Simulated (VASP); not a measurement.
# WSe2 (P4/mmm) in VASP: further runs, part 2 of 2

VASP 6.6.1. Earlier steps stand in the parts before.

### 5 Single point, PBE

This run uses another cell than the first one, of 23.31 Å³/atom, 1.002 times its volume.

File INCAR:

```
SYSTEM = WSe2
ALGO     = Normal         ! electronic algorithm
EDIFF    = 1E-6           ! SCF threshold, eV
ENCUT    = 520            ! plane-wave cutoff, eV
GGA      = PE             ! functional
ISIF     = 2              ! what is computed and relaxed
ISMEAR   = 0              ! smearing method
LASPH    = .TRUE.         ! aspherical terms in the spheres
LCHARG   = .FALSE.        ! write CHGCAR
LREAL    = .FALSE.        ! projectors in reciprocal space
LWAVE    = .FALSE.        ! write WAVECAR
NBANDS   = 20             ! bands
NELM     = 80             ! most SCF steps
PREC     = Accurate       ! precision mode
SIGMA    = 0.1            ! smearing width, eV
```

File KPOINTS:

```
k-points
0
G
  12 12 10
  0 0 0
```

File POSCAR:

```
WSe2
1.0
    3.8298149075      0.0000000000      0.0000000000
    0.0000000000      3.8298149075      0.0000000000
    0.0000000000      0.0000000000      4.7685704036
W Se
1 2
Direct
    0.0000000000      0.0000000000      0.5000000000
    0.0000000000      0.0000000000      0.0000000000
    0.5000000000      0.5000000000      0.0000000000
```

On the command line:

```console
$ cat potpaw_PBE.64/W_sv/POTCAR potpaw_PBE.64/Se/POTCAR > POTCAR
$ mpirun -np 1 vasp_std > vasp.out
```

Wall time 2.6 min (1 thread of AMD EPYC 7R43 (Zen 3), shared host); peak memory 0.3 GiB.

The run converged. Its results:

```
Free energy            : -14.7734 eV
Pressure               : 0.1 GPa
Band gap on the k mesh : zero (band 13 reaches 6.36 eV, above the bottom of band 14 at 4.63 eV)
```

Stress tensor (GPa, compression positive):
```
0.03 0.00 0.00
0.00 0.03 0.00
0.00 0.00 0.32
```

Levels at points of the mesh, in eV from the Fermi level:
```
           k point  band 9  band 10  band 11  band 12  band 13  band 14  band 15  band 16  band 17  band 18
(0.00, 0.00, 0.00)   -5.19    -2.66    -1.38    -0.59    -0.59    -0.51     0.62     1.42     2.25     2.25
(0.50, 0.00, 0.00)   -3.20    -3.09    -2.63    -2.57    -0.61    -0.43     0.53     0.58     1.41     1.84
(0.50, 0.50, 0.00)   -3.37    -2.01    -1.52    -1.52    -0.87     0.95     1.19     3.30     3.92     3.92
(0.00, 0.00, 0.50)   -5.58    -3.80    -1.15     0.38     0.38     0.68     0.82     3.14     3.26     3.26
(0.50, 0.00, 0.50)   -3.67    -3.46    -2.36    -2.06    -1.76    -0.02     1.33     1.38     1.90     4.18
(0.50, 0.50, 0.50)   -6.76    -3.45     0.32     0.32     0.93     1.21     1.21     1.21     1.83     4.47
```

Caveat: spin-orbit coupling is left out, which moves the levels of the heavy elements.

### 6 Relaxation of cell and atoms, PBE

File INCAR:

```
SYSTEM = WSe2
PREC = Accurate
ENCUT = 600
EDIFF = 1E-6
ISMEAR = 0
SIGMA = 0.1
LREAL = .False.
LASPH = .True.
NELM = 100
ALGO = Normal
ISIF = 3
LWAVE = .False.
LCHARG = .False.
GGA = PE
IBRION = 2
NSW = 100
EDIFFG = -0.01
```

File KPOINTS:

```
regular mesh
0
Gamma
  12 12 10
  0 0 0
```

File POSCAR:

```
WSe2
1.0
    3.8248398989      0.0000000000      0.0000000000
    0.0000000000      3.8248398989      0.0000000000
    0.0000000000      0.0000000000      4.7712291598
W Se
1 2
Direct
    0.0000000000      0.0000000000      0.5000000000
    0.0000000000      0.0000000000      0.0000000000
    0.5000000000      0.5000000000      0.0000000000
```

Potentials or basis: VASP PAW PBE potentials, release 64 (W_sv, Se).

On the command line:

```console
$ cat potpaw_PBE.64/W_sv/POTCAR potpaw_PBE.64/Se/POTCAR > POTCAR
$ mpirun -np 1 vasp_std > vasp.out
```

OUTCAR:

```text
SYSTEM = WSe2
   PREC = Accurate
   ENCUT = 600
   EDIFF = 1E-6
   ISMEAR = 0
   LREAL = .False.
   LASPH = .True.
   NELM = 100
   ISIF = 3
   GGA = PE
   IBRION = 2
   NSW = 100
   EDIFFG = -0.01

 ion  position               nearest neighbor table
   1  0.000  0.000  0.500-   2 2.39   2 2.39
   2  0.000  0.000  0.000-   1 2.39   1 2.39   3 2.70   3 2.70   3 2.70   3 2.70
   3  0.500  0.500  0.000-   2 2.70   2 2.70   2 2.70   2 2.70

  LATTYP: Found a simple tetragonal cell.
 ALAT       =     3.8248398989
 C/A-ratio  =     1.2474323856

  Lattice vectors:

 A1 = (   3.8248398989,   0.0000000000,   0.0000000000)
 A2 = (   0.0000000000,   3.8248398989,   0.0000000000)
 A3 = (   0.0000000000,   0.0000000000,   4.7712291598)

Analysis of symmetry for initial positions (statically):
=====================================================================
 Subroutine PRICEL returns:
 Original cell was already a primitive cell.

 Routine SETGRP: Setting up the symmetry group for a
 simple tetragonal supercell.

 Subroutine GETGRP returns: Found 16 space group operations
 (whereof 16 operations were pure point group operations)
 out of a pool of 16 trial point group operations.
[... 174 lines left out ...]
  -------------------------------------------------------------------------------------
  Total        0.0835693      0.0835693      0.1003275      0.0000000      0.0000000      0.0000000
  in kB        1.9182290      1.9182290      2.3028933      0.0000000      0.0000000      0.0000000
  external PRESSURE =       2.0464504 kB  Pullay stress =       0.0000000 kB
[... 98 lines left out ...]
--------------------------------------- Ionic step        4  -------------------------------------------

 number of electron      25.9999996 magnetization

 Free energy of the ion-electron system (eV)
  ---------------------------------------------------
  ext. energy  EPLUGINS =         0.00000000
  ---------------------------------------------------
  free energy    TOTEN  =       -14.77363710 eV

  energy without entropy =      -14.75591695  energy(sigma->0) =      -14.76477702

 E-fermi :   5.4266     XC(G=0): -10.2885

 val. band max:        5.4175302435   @ k =   0.0833   0.0833   0.0000
 cond. band min:       5.4268048414   @ k =   0.0833   0.0000   0.2000
 fundamental gap:      0.0092745980
 Fermi energy:         5.4266186876

 k-point     1 :       0.0000    0.0000    0.0000
  band No.  band energies     occupation
      1     -69.0923      2.00000
      2     -33.3551      2.00000
      3     -33.2451      2.00000
      4     -33.2451      2.00000
      5     -11.1404      2.00000
      6      -5.8360      2.00000
[... 457 lines left out ...]
      4     -33.2590      2.00000
      5      -9.4848      2.00000
      6      -7.8690      2.00000
[... 9 lines left out ...]
     16       7.2611      0.00000
     17       7.8817      0.00000

 [... further k-points ...]

------------------------ aborting loop because EDIFF is reached ----------------------------------------

  FORCE on cell =-STRESS in cart. coord.  units (eV):
  Direction    XX          YY          ZZ          XY          YZ          ZX
  --------------------------------------------------------------------------------------
  -------------------------------------------------------------------------------------
  Total        0.0048970      0.0048970      0.0065541      0.0000000      0.0000000      0.0000000
  in kB        0.1120923      0.1120923      0.1500235      0.0000000      0.0000000      0.0000000
  external PRESSURE =       0.1247360 kB  Pullay stress =       0.0000000 kB
[... 18 lines left out ...]
  FREE ENERGIE OF THE ION-ELECTRON SYSTEM (eV)
  ---------------------------------------------------
  free  energy   TOTEN  =       -14.7736370960 eV

  energy  without entropy=      -14.7559169538  energy(sigma->0) =      -14.76477702

 reached required accuracy - stopping structural energy minimisation
```

It took 9.1 min on 1 thread of AMD EPYC 7R43 (Zen 3), shared host; peak memory 0.35 GiB.

What came out:

| Quantity | Value |
| --- | --- |
| Free energy | -14.7736 eV |
| Relaxed volume | 23.33 Å³/atom |
| Relaxed cell | a = 3.829 Å, b = 3.829 Å, c = 4.773 Å, α = 90.00°, β = 90.00°, γ = 90.00° |
| Space group after relaxing (to 0.05 Å) | P4/mmm (No. 123) |
| Energy gained by relaxing | 0.0 meV/atom |
| Ionic steps | 4 |
| Pressure after relaxing | 0.0 GPa |
| Band gap on the k mesh | zero (band 13 reaches 6.35 eV, above the bottom of band 14 at 4.62 eV) |

The path:
| step | energy change (eV) | largest force (eV/Å) | pressure (GPa) | volume (Å³) |
| --- | --- | --- | --- | --- |
| 1 | 0.0000 | 0.0000 | 0.20 | 69.80 |
| 2 | 0.0000 | 0.0000 | -0.18 | 70.10 |
| 3 | -0.0001 | 0.0000 | 0.00 | 69.95 |
| 4 | -0.0001 | 0.0000 | 0.01 | 69.99 |

Final structure:
```cif
data_structure
_symmetry_space_group_name_H-M 'P 1'
_symmetry_Int_Tables_number 1
_cell_length_a 3.8295
_cell_length_b 3.8295
_cell_length_c 4.7729
_cell_angle_alpha 90.000
_cell_angle_beta 90.000
_cell_angle_gamma 90.000
_cell_volume 69.99
loop_
_atom_site_label
_atom_site_type_symbol
_atom_site_fract_x
_atom_site_fract_y
_atom_site_fract_z
_atom_site_occupancy
W1 W 0.00000 0.00000 0.50000 1
Se1 Se 0.00000 0.00000 0.00000 1
Se2 Se 0.50000 0.50000 0.00000 1
```

Levels at points of the mesh, in eV from the Fermi level:
| k point | band 11 | band 12 | band 13 | band 14 | band 15 | band 16 |
| --- | --- | --- | --- | --- | --- | --- |
| (0.00, 0.00, 0.00) | -1.37 | -0.58 | -0.58 | -0.51 | 0.62 | 1.41 |
| (0.50, 0.00, 0.00) | -2.63 | -2.56 | -0.61 | -0.43 | 0.53 | 0.58 |
| (0.50, 0.50, 0.00) | -1.51 | -1.51 | -0.87 | 0.95 | 1.19 | 3.29 |
| (0.00, 0.00, 0.50) | -1.15 | 0.38 | 0.38 | 0.68 | 0.81 | 3.15 |
| (0.50, 0.00, 0.50) | -2.35 | -2.06 | -1.76 | -0.02 | 1.33 | 1.36 |
| (0.50, 0.50, 0.50) | 0.32 | 0.32 | 0.92 | 1.21 | 1.22 | 1.22 |

Caveat: spin-orbit coupling is left out, which moves the levels of the heavy elements.

### 7 Single point, PBE, collinear spin, zero start

This run uses another cell than the first one, of 25.45 Å³/atom, 1.094 times its volume.

File INCAR:

```
SYSTEM = WSe2
ALGO     = Normal         ! electronic algorithm
EDIFF    = 1E-6           ! SCF threshold, eV
ENCUT    = 500            ! plane-wave cutoff, eV
GGA      = PE             ! functional
GGA_COMPAT= .False.      
ISIF     = 2              ! what is computed and relaxed
ISMEAR   = 0              ! smearing method
ISPIN    = 2              ! spin polarisation
LASPH    = .True.         ! aspherical terms in the spheres
LCHARG   = .False.        ! write CHGCAR
LMAXMIX  = 4              ! l up to which the mixer works
LORBIT   = 11             ! projections on sites
LREAL    = .False.        ! projectors in reciprocal space
LWAVE    = .False.        ! write WAVECAR
MAGMOM   = 0 0 0          ! initial moments
NBANDS   = 24             ! bands
NELM     = 200            ! most SCF steps
PREC     = Accurate       ! precision mode
SIGMA    = 0.1            ! smearing width, eV
```

File KPOINTS:

```
k-points
0
Gamma
  4 4 4
  0 0 0
```

File POSCAR:

```
WSe2
1.0
    4.2062131100      0.0000000000      0.0000000000
    0.0000000000      4.2062131100      0.0000000000
    0.0000000000      0.0000000000      4.3152311600
W Se
1 2
Direct
    0.0000000000      0.0000000000      0.5000000000
    0.0000000000      0.0000000000      0.0000000000
    0.5000000000      0.5000000000      0.0000000000
```

On the command line:

```console
$ cat potpaw_PBE.64/W_sv/POTCAR potpaw_PBE.64/Se/POTCAR > POTCAR
$ mpirun -np 1 vasp_std > vasp.out
```

Run time: 31 s. Hardware: 1 thread of Intel Xeon Platinum 8488C (Sapphire Rapids), shared host; peak memory 0.22 GiB.

Results (log left out):

```
Free energy                                           : -13.6801 eV
Pressure                                              : 11.8 GPa
Band gap on the k mesh                                : zero (filled and empty bands overlap)
Net moment                                            : 0.00 μB per cell
Valence electrons inside the program's atomic spheres : W 12.08; Se 4.09, 3.63
```

Stress tensor (GPa, compression positive):
```
-4.87  0.00  0.00
 0.00 -4.87  0.00
 0.00  0.00 45.15
```

Levels at points of the mesh, in eV from the Fermi level:
Spin up:
```csv
k point,band 9,band 10,band 11,band 12,band 13,band 14,band 15,band 16,band 17,band 18
"(0.00, 0.00, 0.00)",-3.28,-1.81,-1.08,-0.97,-0.97,-0.27,0.25,1.05,1.05,3.39
"(0.50, 0.00, 0.00)",-2.93,-2.50,-2.39,-2.31,-0.90,0.15,0.26,0.84,1.08,3.11
"(0.50, 0.50, 0.00)",-2.16,-1.39,-1.39,-1.16,-0.36,0.39,0.67,2.06,2.06,4.98
"(0.00, 0.00, 0.50)",-5.29,-3.87,-0.74,-0.11,-0.11,0.38,1.19,4.00,4.00,4.08
"(0.50, 0.00, 0.50)",-4.40,-3.04,-1.85,-1.72,-1.50,-0.08,0.71,3.11,3.37,4.44
"(0.50, 0.50, 0.50)",-6.47,-3.04,0.16,0.16,0.73,0.85,1.16,1.63,1.63,4.30
```
Spin down:
```tsv
k point	band 11	band 12	band 13	band 14	band 15	band 16
(0.00, 0.00, 0.00)	-1.08	-0.97	-0.97	-0.27	0.25	1.05
(0.50, 0.00, 0.00)	-2.39	-2.31	-0.90	0.15	0.26	0.84
(0.50, 0.50, 0.00)	-1.39	-1.16	-0.36	0.39	0.67	2.06
(0.00, 0.00, 0.50)	-0.74	-0.11	-0.11	0.38	1.19	4.00
(0.50, 0.00, 0.50)	-1.85	-1.72	-1.50	-0.08	0.71	3.11
(0.50, 0.50, 0.50)	0.16	0.16	0.73	0.85	1.16	1.63
```

Caveat: the k points lie up to 0.37 Å⁻¹ apart; spin-orbit coupling is left out, which moves the levels of the heavy elements.

### 8 The runs side by side

| task | spin | cell | k mesh | cutoff (eV) | gap on the mesh (eV) | pressure (GPa) | relaxed volume (Å³/atom) |
| --- | --- | --- | --- | --- | --- | --- | --- |
| single point | off | a = 3.825, b = 3.825, c = 4.771 Å, 3 atoms | 4 × 4 × 4 | 520 | none | 0.0 | - |
| single point | off | a = 4.206, b = 4.206, c = 4.315 Å, 3 atoms | 4 × 4 × 4 | 520 | none | 11.8 | - |
| relaxation of cell and atoms | off | relaxed from a = 4.206, b = 4.206, c = 4.315 Å, 3 atoms | 4 × 4 × 4 | 600 | none | 0.1 | 23.19 |
| single point | off | a = 3.830, b = 3.830, c = 4.769 Å, 3 atoms | 12 × 12 × 10 | 520 | none | 0.1 | - |
| relaxation of cell and atoms | off | relaxed from a = 3.825, b = 3.825, c = 4.771 Å, 3 atoms | 12 × 12 × 10 | 600 | none | 0.0 | 23.33 |
| single point | collinear, zero start | a = 4.206, b = 4.206, c = 4.315 Å, 3 atoms | 4 × 4 × 4 | 500 | none | 11.8 | - |

Alike in all rows: level PBE; potentials or basis VASP PAW PBE potentials, release 64 (W_sv, Se); smearing gaussian 0.1 eV.

Caveats: some runs use coarse meshes; spin-orbit coupling is left out, which moves the levels of the heavy elements.

Total energies depend on the potentials used, so only differences within one code and one set of settings carry meaning.
